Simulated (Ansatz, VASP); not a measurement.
**OsSe in VASP and in Ansatz**

POSCAR

```
OsSe
1.0
    0.0000000000      2.7347795838      2.6800839921
    2.7347795838      0.0000000000      2.6800839921
    2.7347795838      2.7347795838      0.0000000000
Os Se
1 1
Direct
    0.0000000000      0.0000000000      0.0000000000
    0.2500000000      0.2500000000      0.2500000000
```

File INCAR.step1:

```
SYSTEM = OsSe
  ALGO = Normal
  EDIFF = 1E-4
  ENCUT = 520
  GGA = PE
  ISMEAR = 0
  ISPIN = 2
  LASPH = .True.
  LCHARG = .False.
  LMAXMIX = 4
  LREAL = .False.
  LWAVE = .True.
  MAGMOM = 0.11 0
  NBANDS = 18
  NELM = 150
  PREC = Accurate
  SIGMA = 0.05
```

INCAR.step2

```
SYSTEM = OsSe
  ALGO = Normal
  EDIFF = 1E-7
  ENCUT = 520
  ISIF = 2
  ISMEAR = 0
  ISPIN = 2
  ISTART = 1
  LASPH = .True.
  LCHARG = .False.
  LMAXMIX = 4
  LMIXTAU = .True.
  LORBIT = 11
  LREAL = .False.
  LWAVE = .False.
  MAGMOM = 0.11 0
  METAGGA = R2SCAN
  NBANDS = 18
  NELM = 150
  PREC = Accurate
  SIGMA = 0.05
```

KPOINTS

```
k-points
0
Gamma
  10 10 10
  0 0 0
```

Input for Ansatz:

```yaml
crystal:
  lattice:
    - [0.0, 2.7347795838, 2.6800839921]
    - [2.7347795838, 0.0, 2.6800839921]
    - [2.7347795838, 2.7347795838, 0.0]
  atoms:
    - { symbol: Os, position: [0.0, 0.0, 0.0], spin: 0.11 }
    - { symbol: Se, position: [0.25, 0.25, 0.25] }
basis:
  ecutwfc: 500
  ecutrho_ratio: 4
kpoints:
  mp_grid: { grid: [10, 10, 10] }
hamiltonian:
  xc: r2scan
scf:
  occupations: { method: gaussian, width: 0.05 }
output:
  forces: true
  stress: true
  eigenvalues: true
  populations: true
magnetization:
  spin_polarized: true
```

Change from the starting cell: strain e3 = -0.02, atoms carried along.

Alike in both runs: task single point; functional r2SCAN; k mesh 10 × 10 × 10; occupations gaussian, width 0.05 eV; collinear spin.

```csv
,VASP,Ansatz
version,VASP 6.6.1,Ansatz 0.2.0
potentials or method,"VASP PAW PBE potentials, release 64 (Os, Se), cutoff 520 eV","scalar-relativistic, plane waves, PAW"
valence electrons in the cell,14,32
```

|  | VASP | Ansatz | Ansatz less VASP |
| --- | --- | --- | --- |
| gap on the k mesh at the Fermi level (eV) | none | none | - |
| pressure (GPa) | 3.9 | 3.2 | -0.79 |
| traceless stress, the component that is largest in VASP (GPa) | 0.22 | 0.32 | +0.100 |
| net moment per atom (μB) | 0.00 | 0.06 | +0.060 |
| size of the moment on the site where the two differ most (μB) | 0.00 | 0.09 | +0.088 |

VASP's potentials were made for PBE, not for r2SCAN. Site moments also hang on the region over which each program counts them. A gap of «none» marks a metal or a gap that the smearing closes. VASP's potentials hold 14 valence electrons a cell and Ansatz's 32, so a difference there can come from the potentials and not from the codes. Ansatz's warnings: stability check not made.

Neither program's run includes spin-orbit coupling.
